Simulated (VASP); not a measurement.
# Rh (I4/mmm) in VASP: a series of runs, part 2 of 2

VASP 6.6.1. Earlier steps stand in the parts before.

### Step 3. Single point, LDA (12.52 Å³/atom)

INCAR

```
SYSTEM = Rh
PREC = Accurate ; ENCUT = 520
EDIFF = 1E-6 ; ISMEAR = 0
SIGMA = 0.15 ; LREAL = .FALSE.
LASPH = .TRUE. ; NELM = 100
ALGO = Fast ; ISIF = 2
LWAVE = .FALSE. ; LCHARG = .TRUE.
GGA = CA ; LELF = .TRUE.
LVHAR = .TRUE. ; NBANDS = 14
```

KPOINTS

```
regular mesh
0
G
  22 22 22
  0 0 0
```

POSCAR

```
Rh
1.0
    0.0000000000      2.0961897031      1.4247801412
    2.0961897031      0.0000000000      1.4247801412
    2.0961897031      2.0961897031      0.0000000000
Rh
1
Direct
    0.0000000000      0.0000000000      0.0000000000
```

Potentials or basis: VASP PAW LDA potentials, release 64 (Rh_pv).

The run is started by

```
cat potpaw_LDA.64/Rh_pv/POTCAR > POTCAR
mpirun -np 1 vasp_std > vasp.out
```

OUTCAR:

```text
SYSTEM = Rh
   PREC = Accurate
   ENCUT = 520
   EDIFF = 1E-6
   ISMEAR = 0
   LREAL = .FALSE.
   LASPH = .TRUE.
   NELM = 100
   ISIF = 2
   GGA = CA

 ion  position               nearest neighbor table
   1  0.000  0.000  0.000-

  LATTYP: Found a body centered tetragonal cell.
 ALAT       =     2.9644599074
 C/A-ratio  =     0.9612409583

  Lattice vectors:

 A1 = (   0.0000000000,  -2.0961897031,  -1.4247801412)
 A2 = (   0.0000000000,   2.0961897031,  -1.4247801412)
 A3 = (   2.0961897031,   0.0000000000,   1.4247801412)

Analysis of symmetry for initial positions (statically):
=====================================================================
 Subroutine PRICEL returns:
 Original cell was already a primitive cell.

 Routine SETGRP: Setting up the symmetry group for a
 body centered tetragonal supercell.

 Subroutine GETGRP returns: Found 16 space group operations
 (whereof 16 operations were pure point group operations)
 out of a pool of 16 trial point group operations.

The static configuration has the point symmetry D_4h.

Analysis of symmetry for dynamics (positions and initial velocities):
=====================================================================
 Subroutine PRICEL returns:
 Original cell was already a primitive cell.

 Routine SETGRP: Setting up the symmetry group for a
 body centered tetragonal supercell.

 Subroutine GETGRP returns: Found 16 space group operations
 (whereof 16 operations were pure point group operations)
 out of a pool of 16 trial point group operations.

The dynamic configuration has the point symmetry D_4h.

 Subroutine INISYM returns: Found 16 space group operations
 (whereof 16 operations are pure point group operations),
 and found     1 'primitive' translations

----------------------------------------------------------------------------------------

                                     Primitive cell

  volume of cell :      12.5210
[... 114 lines left out ...]
   AEXX    =    0.0000 exact exchange contribution
   IVDW    =     0    specifies the selected vdW correction
   LEPSILON=     F    determine dielectric tensor
   LRPA    =     F    only Hartree local field effects (RPA)
 non-spin polarized calculation
 RMM-DIIS sequential band-by-band and
 Gauss-broadening in eV      SIGMA  =   0.15
  energy-cutoff  :      520.00
  volume of cell :       12.52
 maximum number of plane-waves:       362
   NGX =  9   NGY =  9   NGZ = 11

 number of electron      14.9999998 magnetization

 Free energy of the ion-electron system (eV)
  ---------------------------------------------------
  ext. energy  EPLUGINS =         0.00000000
  ---------------------------------------------------
  free energy    TOTEN  =        -8.21508354 eV

  energy without entropy =       -8.19246867  energy(sigma->0) =       -8.20377611

 E-fermi :  13.3080     XC(G=0): -14.9406

 val. band max:       13.3067350510   @ k =  -0.2727   0.0909   0.2273
 cond. band min:      13.3141749784   @ k =  -0.2727   0.1818   0.1364
 fundamental gap:      0.0074399274
 Fermi energy:        13.3080491900

 k-point     1 :       0.0000    0.0000    0.0000
  band No.  band energies     occupation
      1     -32.7082      2.00000
      2     -32.6051      2.00000
      3     -32.6051      2.00000
      4       4.7980      2.00000
      5       9.6107      2.00000
      6       9.9947      2.00000
      7       9.9947      2.00000
      8      12.4168      2.00000
      9      13.0560      1.98252
     10      31.5393      0.00000
     11      31.5393      0.00000
     12      32.4683      0.00000
     13      33.9347      0.00000
     14      43.2612      0.00000
[... 377 lines left out ...]
      1     -33.6743      2.00000
      2     -32.9610      2.00000
      3     -32.6845      2.00000
      4       6.5843      2.00000
      5       8.0413      2.00000
      6      12.5273      2.00000
      7      12.7221      2.00000
      8      15.0787      0.00000
      9      15.1198      0.00000
     10      24.5628      0.00000
     11      28.2607      0.00000
     12      32.6305      0.00000
     13      33.9366      0.00000
     14      40.3338      0.00000

 [... further k-points ...]

------------------------ aborting loop because EDIFF is reached ----------------------------------------

  FORCE on cell =-STRESS in cart. coord.  units (eV):
  Direction    XX          YY          ZZ          XY          YZ          ZX
  --------------------------------------------------------------------------------------
  -------------------------------------------------------------------------------------
  Total        2.7406891      2.7406891      1.5157569      0.0000000     -0.0000000     -0.0000000
  in kB      350.6964224    350.6964224    193.9550611      0.0000000     -0.0000000     -0.0000000
  external PRESSURE =     298.4493020 kB  Pullay stress =       0.0000000 kB

 VOLUME and BASIS-vectors are now :
 -----------------------------------------------------------------------------
  energy-cutoff  :      520.00
  volume of cell :       12.52
      direct lattice vectors                 reciprocal lattice vectors
     0.000000000  2.096189703  1.424780141    -0.238528030  0.238528030  0.350931337
     2.096189703  0.000000000  1.424780141     0.238528030 -0.238528030  0.350931337
     2.096189703  2.096189703  0.000000000     0.238528030  0.238528030 -0.350931337

 POSITION                                       TOTAL-FORCE (eV/Angst)
 -----------------------------------------------------------------------------------
      0.00000      0.00000      0.00000         0.000000      0.000000     -0.000000
 -----------------------------------------------------------------------------------
    total drift:                               -0.000000     -0.000000      0.000000

  FREE ENERGIE OF THE ION-ELECTRON SYSTEM (eV)
  ---------------------------------------------------
  free  energy   TOTEN  =        -8.2150835440 eV

  energy  without entropy=       -8.1924686699  energy(sigma->0) =       -8.20377611
```

OSZICAR:

```text
N       E                     dE             d eps       ncg     rms          rms(c)
DAV:   1     0.118338425977E+03    0.11834E+03   -0.87025E+03 23436   0.117E+03
DAV:   2    -0.712411217378E+01   -0.12546E+03   -0.12008E+03 26106   0.344E+02
DAV:   3    -0.865869336784E+01   -0.15346E+01   -0.15310E+01 27888   0.418E+01
DAV:   4    -0.866395982683E+01   -0.52665E-02   -0.52663E-02 26340   0.250E+00
DAV:   5    -0.866400195289E+01   -0.42126E-04   -0.42124E-04 27222   0.197E-01    0.142E+01
RMM:   6    -0.824536749685E+01    0.41863E+00   -0.57797E-01 24902   0.745E+00    0.594E+00
RMM:   7    -0.821959420677E+01    0.25773E-01   -0.30971E-02 24871   0.180E+00    0.236E+00
RMM:   8    -0.821519302874E+01    0.44012E-02   -0.69549E-03 27459   0.995E-01    0.186E-01
RMM:   9    -0.821507110664E+01    0.12192E-03   -0.49522E-04 28444   0.265E-01    0.950E-03
RMM:  10    -0.821508263107E+01   -0.11524E-04   -0.77900E-05 29229   0.115E-01    0.635E-03
RMM:  11    -0.821508347288E+01   -0.84181E-06   -0.12274E-05 28878   0.440E-02    0.449E-03
RMM:  12    -0.821508354401E+01   -0.71131E-07   -0.30055E-06 22623   0.236E-02
   1 F= -.82150835E+01 E0= -.82037761E+01  d E =-.226149E-01
```

stdout:

```text
POSCAR found type information on POSCAR Rh
 POSCAR found :  1 types and       1 ions
 scaLAPACK will be used
 LDA part: xc-table for (Slater(with rela. corr.)+CA(PZ))
 , standard interpolation
 POSCAR, INCAR and KPOINTS ok, starting setup
 FFT: planning ... GRIDC
 FFT: planning ... GRID_SOFT
 FFT: planning ... GRID
 WAVECAR not read
 entering main loop
WARNING in EDDRMM: call to ZHEGV failed, returncode =   8  4     13
WARNING in EDDRMM: call to ZHEGV failed, returncode =   6  3     14
WARNING in EDDRMM: call to ZHEGV failed, returncode =   8  4     12
```

It took 2.1 min on 1 thread of Intel Xeon 6975P-C (Granite Rapids), shared host; peak memory 0.23 GiB.

What came out:

- Free energy: -8.2151 eV
- Pressure: 29.8 GPa
- Band gap on the k mesh: zero (an odd number of electrons rules out a gap without spin polarisation)

Levels at points of the mesh, in eV from the Fermi level:
```tsv
k point	band 4	band 5	band 6	band 7	band 8	band 9	band 10	band 11
(0.00, 0.00, 0.00)	-8.51	-3.70	-3.31	-3.31	-0.89	-0.25	18.23	18.23
(0.50, 0.00, 0.00)	-6.84	-5.39	-0.51	0.05	1.39	1.98	10.80	14.61
(0.50, 0.50, 0.00)	-6.95	-6.92	1.28	1.28	1.45	9.55	9.55	10.86
(0.50, 0.00, 0.50)	-6.81	-4.95	-0.98	-0.20	1.07	1.89	10.33	14.95
```

Caveat: the stress differs along the axes, from 19 to 35 GPa.

### Step 4. Single point, LDA (13.23 Å³/atom)

This run uses another cell than the first one, of 13.23 Å³/atom.

INCAR

```
  ALGO = Fast
  EDIFF = 1E-7
  ENCUT = 520
  ISIF = 2
  ISMEAR = 0
  LASPH = True
  LCHARG = False
  LREAL = False
  LWAVE = False
  NBANDS = 14
  NELM = 80
  PREC = Accurate
  SIGMA = 0.15
```

KPOINTS

```
k-points
0
Gamma
  22 22 22
```

POSCAR

```
Rh
1.0
    0.0000000000      2.0805648412      1.5277587629
    2.0805648412      0.0000000000      1.5277587629
    2.0805648412      2.0805648412      0.0000000000
Rh
1
Direct
    0.0000000000      0.0000000000      0.0000000000
```

The run is started by

```
cat potpaw_LDA.64/Rh_pv/POTCAR > POTCAR
mpirun -np 1 vasp_std > vasp.out
```

Run time: 2.3 min. Hardware: 1 thread of Intel Xeon 6975P-C (Granite Rapids), shared host; peak memory 0.24 GiB.

The run converged. Its results:

| Item | Value |
| --- | --- |
| Free energy | -8.2987 eV |
| Pressure | 9.0 GPa |
| Band gap on the k mesh | zero (an odd number of electrons rules out a gap without spin polarisation) |

Stress tensor (GPa, compression positive):
```
 4.37  0.00  0.00
 0.00  4.37  0.00
 0.00  0.00 18.27
```

Levels at points of the mesh, in eV from the Fermi level:
```tsv
k point	band 3	band 4	band 5	band 6	band 7	band 8	band 9	band 10	band 11	band 12
(0.00, 0.00, 0.00)	-45.83	-8.12	-3.29	-3.29	-2.96	-0.77	-0.26	17.96	18.77	18.77
(0.50, 0.00, 0.00)	-45.87	-6.33	-4.71	-0.78	-0.08	1.18	1.74	9.82	14.77	19.30
(0.50, 0.50, 0.00)	-46.50	-6.38	-6.38	1.12	1.26	1.26	8.88	10.08	10.08	19.41
(0.50, 0.00, 0.50)	-45.93	-6.35	-5.09	-0.25	0.00	1.47	1.83	10.25	14.43	18.34
```

Caveat: the stress differs along the axes, from 4 to 18 GPa.

### Step 5. Single point, LDA (13.23 Å³/atom)

This run uses another cell than the first one, of 13.23 Å³/atom.

INCAR

```
SYSTEM = Rh
ALGO = Fast
EDIFF = 1E-7
ENCUT = 520
GGA = CA
ISIF = 2
ISMEAR = 0
LASPH = .True.
LCHARG = .True.
LELF = .True.
LREAL = .False.
LVHAR = .True.
LWAVE = .False.
NBANDS = 14
NELM = 60
PREC = Accurate
SIGMA = 0.15
```

KPOINTS

```
k-points
0
Gamma
  22 22 22
  0 0 0
```

POSCAR

```
Rh
1.0
    0.0000000000      2.1348466025      1.4510552357
    2.1348466025      0.0000000000      1.4510552357
    2.1348466025      2.1348466025      0.0000000000
Rh
1
Direct
    0.0000000000      0.0000000000      0.0000000000
```

Potentials or basis: VASP PAW LDA potentials, release 64 (Rh_pv).

The run is started by

```
cat potpaw_LDA.64/Rh_pv/POTCAR > POTCAR
mpirun -np 1 vasp_std > vasp.out
```

OUTCAR:

```text
SYSTEM = Rh
   EDIFF = 1E-7
   ENCUT = 520
   GGA = CA
   ISIF = 2
   ISMEAR = 0
   LASPH = .True.
   LREAL = .False.
   NELM = 60
   PREC = Accurate

 ion  position               nearest neighbor table
   1  0.000  0.000  0.000-

  LATTYP: Found a body centered tetragonal cell.
 ALAT       =     3.0191290188
 C/A-ratio  =     0.9612409583

  Lattice vectors:

 A1 = (   0.0000000000,  -2.1348466025,  -1.4510552357)
[... 586 lines left out ...]
     11      27.0867      0.00000
     12      30.9068      0.00000
     13      32.9814      0.00000
     14      38.8273      0.00000

 [... further k-points ...]

------------------------ aborting loop because EDIFF is reached ----------------------------------------

  FORCE on cell =-STRESS in cart. coord.  units (eV):
  Direction    XX          YY          ZZ          XY          YZ          ZX
  --------------------------------------------------------------------------------------
  -------------------------------------------------------------------------------------
  Total        1.1158239      1.1158239      0.0019000      0.0000000      0.0000000      0.0000000
  in kB      135.1633526    135.1633526      0.2301510      0.0000000      0.0000000      0.0000000
  external PRESSURE =      90.1856187 kB  Pullay stress =       0.0000000 kB

 VOLUME and BASIS-vectors are now :
 -----------------------------------------------------------------------------
  energy-cutoff  :      520.00
  volume of cell :       13.23
      direct lattice vectors                 reciprocal lattice vectors
     0.000000000  2.134846603  1.451055236    -0.234208865  0.234208865  0.344576821
     2.134846603  0.000000000  1.451055236     0.234208865 -0.234208865  0.344576821
     2.134846603  2.134846603  0.000000000     0.234208865  0.234208865 -0.344576821

 POSITION                                       TOTAL-FORCE (eV/Angst)
 -----------------------------------------------------------------------------------
      0.00000      0.00000      0.00000         0.000000      0.000000      0.000000
 -----------------------------------------------------------------------------------
    total drift:                                0.000000      0.000000      0.000000

  FREE ENERGIE OF THE ION-ELECTRON SYSTEM (eV)
  ---------------------------------------------------
  free  energy   TOTEN  =        -8.2992345186 eV

  energy  without entropy=       -8.2744532736  energy(sigma->0) =       -8.28684390
```

OSZICAR:

```text
N       E                     dE             d eps       ncg     rms          rms(c)
DAV:   1     0.119013619825E+03    0.11901E+03   -0.86809E+03 23478   0.115E+03
DAV:   2    -0.720666106940E+01   -0.12622E+03   -0.12074E+03 25554   0.342E+02
DAV:   3    -0.876140836963E+01   -0.15547E+01   -0.15505E+01 28398   0.418E+01
DAV:   4    -0.876704631137E+01   -0.56379E-02   -0.56376E-02 26588   0.257E+00
DAV:   5    -0.876709420212E+01   -0.47891E-04   -0.47891E-04 27494   0.210E-01    0.122E+01
RMM:   6    -0.832431609317E+01    0.44278E+00   -0.66204E-01 24863   0.790E+00    0.485E+00
RMM:   7    -0.830365621765E+01    0.20660E-01   -0.26116E-02 25252   0.166E+00    0.211E+00
RMM:   8    -0.829935112410E+01    0.43051E-02   -0.63072E-03 27560   0.947E-01    0.158E-01
RMM:   9    -0.829922329191E+01    0.12783E-03   -0.49133E-04 28386   0.253E-01    0.870E-03
RMM:  10    -0.829923380852E+01   -0.10517E-04   -0.70037E-05 29112   0.107E-01    0.585E-03
RMM:  11    -0.829923444787E+01   -0.63935E-06   -0.84447E-06 29290   0.362E-02    0.335E-03
RMM:  12    -0.829923448379E+01   -0.35915E-07   -0.18149E-06 29046   0.184E-02    0.115E-03
RMM:  13    -0.829923451860E+01   -0.34810E-07   -0.38298E-07 22663   0.797E-03
   1 F= -.82992345E+01 E0= -.82868439E+01  d E =-.247812E-01
```

Run time: 2 min. Hardware: 1 thread of Intel Xeon 6975P-C (Granite Rapids), shared host; peak memory 0.24 GiB.

Results:

- Free energy: -8.2992 eV
- Pressure: 9.0 GPa
- Band gap on the k mesh: zero (an odd number of electrons rules out a gap without spin polarisation)

Caveat: the stress differs along the axes, from 0 to 14 GPa.

### Step 6. Single point, LDA (13.93 Å³/atom)

This run uses another cell than the first one, of 13.93 Å³/atom.

INCAR

```
SYSTEM = Rh
PREC = Accurate ; ENCUT = 520
EDIFF = 1E-6 ; ISMEAR = 0
SIGMA = 0.15 ; LREAL = .FALSE.
LASPH = .TRUE. ; NELM = 60
ALGO = Fast ; ISIF = 2
LWAVE = .FALSE. ; LCHARG = .TRUE.
GGA = CA ; LELF = .TRUE.
LVHAR = .TRUE. ; NBANDS = 14
```

KPOINTS

```
regular mesh
0
G
  22 22 22
  0 0 0
```

POSCAR

```
Rh
1.0
    0.0000000000      2.1169144820      1.5544503041
    2.1169144820      0.0000000000      1.5544503041
    2.1169144820      2.1169144820      0.0000000000
Rh
1
Direct
    0.0000000000      0.0000000000      0.0000000000
```

Potentials or basis: VASP PAW LDA potentials, release 64 (Rh_pv).

The run is started by

```
cat potpaw_LDA.64/Rh_pv/POTCAR > POTCAR
mpirun -np 1 vasp_std > vasp.out
```

Run time: 2 min. Hardware: 1 thread of Intel Xeon 6975P-C (Granite Rapids), shared host; peak memory 0.25 GiB.

The run converged. Its results:

| Quantity | Value |
| --- | --- |
| Free energy | -8.3036 eV |
| Pressure | -6.1 GPa |
| Band gap on the k mesh | zero (an odd number of electrons rules out a gap without spin polarisation) |

Stress tensor (GPa, compression positive):
```
-10.03   0.00   0.00
  0.00 -10.03   0.00
  0.00   0.00   1.91
```

Levels at points of the mesh, in eV from the Fermi level:
```csv
k point,band 4,band 5,band 6,band 7,band 8,band 9,band 10,band 11
"(0.00, 0.00, 0.00)",-7.76,-3.04,-3.04,-2.74,-0.70,-0.23,17.93,18.70
"(0.50, 0.00, 0.00)",-5.89,-4.35,-0.72,-0.08,1.20,1.59,9.22,14.70
"(0.50, 0.50, 0.00)",-5.89,-5.88,1.02,1.15,1.15,8.63,9.81,9.81
"(0.50, 0.00, 0.50)",-5.91,-4.71,-0.23,-0.01,1.47,1.68,9.64,14.33
```

Caveat: the stress differs along the axes, from -10 to 2 GPa.

### Step 7. Summary

| cell | further INCAR settings | gap on the mesh (eV) | pressure (GPa) |
| --- | --- | --- | --- |
| a = 2.534, b = 2.534, c = 2.889 Å, angles 55.3, 55.3, 69.5°, 1 atom | ALGO = Fast; EDIFF = 1e-06; NBANDS = 14 | none | 29.8 |
| a = 2.535, b = 2.535, c = 2.964 Å, angles 54.2, 54.2, 71.6°, 1 atom | ALGO = Fast; EDIFF = 1e-06; NBANDS = 14 | none | 29.8 |
| a = 2.581, b = 2.581, c = 2.942 Å, angles 55.3, 55.3, 69.5°, 1 atom | ALGO = Fast; EDIFF = 1e-07; NBANDS = 14 | none | 9.0 |
| a = 2.581, b = 2.581, c = 3.019 Å, angles 54.2, 54.2, 71.6°, 1 atom | ALGO = Fast; EDIFF = 1e-07; NBANDS = 14 | none | 9.0 |
| a = 2.626, b = 2.626, c = 2.994 Å, angles 55.3, 55.3, 69.5°, 1 atom | ALGO = Fast; EDIFF = 1e-06; NBANDS = 14 | none | -6.1 |

Alike in all rows: task single point; level LDA; potentials or basis VASP PAW LDA potentials, release 64 (Rh_pv); no spin polarisation; k mesh 22 × 22 × 22; cutoff (eV) 520; smearing gaussian 0.15 eV.

Caveats: the stress differs along the axes, from 24 to 41 GPa (at least some runs); the stress differs along the axes, from 19 to 35 GPa (at least some runs); the stress differs along the axes, from 4 to 18 GPa (at least some runs); the stress differs along the axes, from 0 to 14 GPa (at least some runs); the stress differs along the axes, from -10 to 2 GPa (at least some runs).

Absolute energies hang on the potentials; compare differences alone.
